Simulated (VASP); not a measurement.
# AlCu3 (R-3m) in VASP: notebook, part 2 of 3

VASP 6.6.1. Earlier steps stand in the parts before.

### Step 3. Single point, LDA (10.18 Å³/atom)

INCAR

```
PREC = Accurate
ENCUT = 520
EDIFF = 1E-6
ISMEAR = 0
SIGMA = 0.15
LREAL = False
LASPH = True
NELM = 100
ALGO = Fast
ISIF = 2
LWAVE = False
LCHARG = False
NBANDS = 26
```

KPOINTS

```
Automatic mesh
0
Gamma
  14 14 14
```

POSCAR

```
AlCu3
1.0
   -0.2166562024      2.6266010469      2.6266010469
    2.6266010469     -0.2166562024      2.6266010469
    2.6266010469      2.6266010469     -0.2166562024
Al Cu
1 3
Direct
    0.0000000000      0.0000000000      0.0000000000
    0.5000000000      0.5000000000      0.5000000000
    0.2500000000      0.2500000000      0.2500000000
    0.7500000000      0.7500000000      0.7500000000
```

Potentials or basis: VASP PAW LDA potentials, release 64 (Al, Cu).

Launch:

```console
$ cat potpaw_LDA.64/Al/POTCAR potpaw_LDA.64/Cu/POTCAR > POTCAR
$ mpirun -np 1 vasp_std > vasp.out
```

OUTCAR:

```text
PREC = Accurate
   ENCUT = 520
   EDIFF = 1E-6
   ISMEAR = 0
   LREAL = False
   LASPH = True
   NELM = 100
   ISIF = 2

 ion  position               nearest neighbor table
   1  0.000  0.000  0.000-   3 2.18   4 2.18   4 2.43   4 2.43   4 2.43   3 2.43   3 2.43   3 2.43
                             2 2.74   2 2.74   2 2.74   2 2.74   2 2.74   2 2.74
   2  0.500  0.500  0.500-   3 2.18   4 2.18   3 2.43   3 2.43   3 2.43   4 2.43   4 2.43   4 2.43
                             1 2.74   1 2.74   1 2.74   1 2.74   1 2.74   1 2.74
   3  0.250  0.250  0.250-   1 2.18   2 2.18   1 2.43   1 2.43   1 2.43   2 2.43   2 2.43   2 2.43
                             4 2.74   4 2.74   4 2.74   4 2.74   4 2.74   4 2.74
   4  0.750  0.750  0.750-   1 2.18   2 2.18   2 2.43   2 2.43   2 2.43   1 2.43   1 2.43   1 2.43
                             3 2.74   3 2.74   3 2.74   3 2.74   3 2.74   3 2.74

  LATTYP: Found a trigonal (rhomboedric) cell.
 ALAT       =     3.7208878012
 COS(alpha) =     0.4160990780

  Lattice vectors:

 A1 = (  -0.2166562024,   2.6266010469,   2.6266010469)
 A2 = (   2.6266010469,  -0.2166562024,   2.6266010469)
 A3 = (   2.6266010469,   2.6266010469,  -0.2166562024)

Analysis of symmetry for initial positions (statically):
=====================================================================
 Subroutine PRICEL returns:
 Original cell was already a primitive cell.

 Routine SETGRP: Setting up the symmetry group for a
 trigonal (rhombohedral) supercell.

 Subroutine GETGRP returns: Found 12 space group operations
 (whereof 12 operations were pure point group operations)
 out of a pool of 12 trial point group operations.

The static configuration has the point symmetry D_3d.

Analysis of symmetry for dynamics (positions and initial velocities):
=====================================================================
 Subroutine PRICEL returns:
 Original cell was already a primitive cell.

 Routine SETGRP: Setting up the symmetry group for a
 trigonal (rhombohedral) supercell.

 Subroutine GETGRP returns: Found 12 space group operations
[... 129 lines left out ...]
  Fermi-wavevector in a.u.,A,eV,Ry     =   1.571281  2.969291 33.591766  2.468925
  Thomas-Fermi vector in A             =   2.672889
   LORBIT       =      0    0 simple, 1 ext, 2 COOP (PROOUT), +10 PAW based schemes
   GGA     = CA    functional components
   LHFCALC =     F    Hartree Fock is set to
   AEXX    =    0.0000 exact exchange contribution
   IVDW    =     0    specifies the selected vdW correction
   LEPSILON=     F    determine dielectric tensor
   LRPA    =     F    only Hartree local field effects (RPA)
 non-spin polarized calculation
 RMM-DIIS sequential band-by-band and
 Gauss-broadening in eV      SIGMA  =   0.15
  energy-cutoff  :      520.00
  volume of cell :       40.72
 maximum number of plane-waves:      1116
   NGX = 13   NGY = 13   NGZ = 13

 number of electron      36.0000053 magnetization

 Free energy of the ion-electron system (eV)
  ---------------------------------------------------
  ext. energy  EPLUGINS =         0.00000000
  ---------------------------------------------------
  free energy    TOTEN  =       -18.02120596 eV

  energy without entropy =      -18.01069013  energy(sigma->0) =      -18.01594804

 E-fermi :  10.8954     XC(G=0): -13.5541

 val. band max:       10.8746344043   @ k =  -0.2143   0.4286   0.0714
 cond. band min:      10.8992402583   @ k =   0.2857   0.1429   0.1429
 fundamental gap:      0.0246058540
 Fermi energy:        10.8954194947

 k-point     1 :       0.0000    0.0000    0.0000
  band No.  band energies     occupation
      1      -1.1590      2.00000
      2       4.9683      2.00000
      3       4.9683      2.00000
      4       5.1302      2.00000
      5       5.1302      2.00000
      6       5.2870      2.00000
[... 685 lines left out ...]
     25      20.1072      0.00000
     26      22.5037      0.00000

 [... further k-points ...]

------------------------ aborting loop because EDIFF is reached ----------------------------------------

  FORCE on cell =-STRESS in cart. coord.  units (eV):
  Direction    XX          YY          ZZ          XY          YZ          ZX
  --------------------------------------------------------------------------------------
  -------------------------------------------------------------------------------------
  Total        8.7139301      8.7139301      8.7139301      5.0374811      5.0374811      5.0374811
  in kB      342.8937349    342.8937349    342.8937349    198.2252204    198.2252204    198.2252204
  external PRESSURE =     342.8937349 kB  Pullay stress =       0.0000000 kB

 VOLUME and BASIS-vectors are now :
 -----------------------------------------------------------------------------
  energy-cutoff  :      520.00
  volume of cell :       40.72
      direct lattice vectors                 reciprocal lattice vectors
    -0.216656202  2.626601047  2.626601047    -0.168289939  0.183419355  0.183419355
     2.626601047 -0.216656202  2.626601047     0.183419355 -0.168289939  0.183419355
     2.626601047  2.626601047 -0.216656202     0.183419355  0.183419355 -0.168289939

 POSITION                                       TOTAL-FORCE (eV/Angst)
 -----------------------------------------------------------------------------------
      0.00000      0.00000      0.00000         0.000000     -0.000000      0.000000
      2.51827      2.51827      2.51827         0.000000     -0.000000      0.000000
      1.25914      1.25914      1.25914        -0.081210     -0.081210     -0.081210
      3.77741      3.77741      3.77741         0.081210      0.081210      0.081210
 -----------------------------------------------------------------------------------
    total drift:                                0.000000      0.000000      0.000000

  FREE ENERGIE OF THE ION-ELECTRON SYSTEM (eV)
  ---------------------------------------------------
  free  energy   TOTEN  =       -18.0212059600 eV

  energy  without entropy=      -18.0106901255  energy(sigma->0) =      -18.01594804
```

stdout:

```text
POSCAR found type information on POSCAR AlCu
 POSCAR found :  2 types and       4 ions
 scaLAPACK will be used
 LDA part: xc-table for (Slater(with rela. corr.)+CA(PZ))
 , standard interpolation
 POSCAR, INCAR and KPOINTS ok, starting setup
 FFT: planning ... GRIDC
 FFT: planning ... GRID_SOFT
 FFT: planning ... GRID
 WAVECAR not read
 entering main loop
WARNING in EDDRMM: call to ZHEGV failed, returncode =   8  4     25
WARNING in EDDRMM: call to ZHEGV failed, returncode =   6  3     24
WARNING in EDDRMM: call to ZHEGV failed, returncode =   6  3     25
WARNING in EDDRMM: call to ZHEGV failed, returncode =   6  3     24
```

Wall time 2.5 min (1 thread of Intel Xeon 6975P-C (Granite Rapids), shared host); peak memory 0.33 GiB.

What came out:

- Free energy: -18.0212 eV
- Pressure: 34.3 GPa
- Largest force: 0.141 eV/Å
- Band gap on the k mesh: zero (bands 18 and 19 overlap by 5.74 eV)

Forces in eV/Å, atoms in the order of the input:
```
Al   0.000  0.000  0.000
Cu   0.000  0.000  0.000
Cu  -0.081 -0.081 -0.081
Cu   0.081  0.081  0.081
```

Levels at points of the mesh, in eV from the Fermi level:
```csv
k point,band 16,band 17,band 18,band 19,band 20,band 21
"(0.00, 0.00, 0.00)",-2.93,3.39,3.39,4.19,4.33,4.33
"(0.50, 0.00, 0.00)",-2.90,-2.57,2.84,2.92,3.42,3.49
"(0.50, 0.50, 0.00)",-2.86,-2.64,-2.48,-1.97,1.83,3.69
"(0.50, 0.50, 0.50)",-2.86,-2.52,2.00,2.00,2.66,2.66
```

Caveat: the cell stands under pressure.

(Continued in part 3 of 3.)

The gap in the log of VASP goes by the Fermi energy; the results here count the filled bands.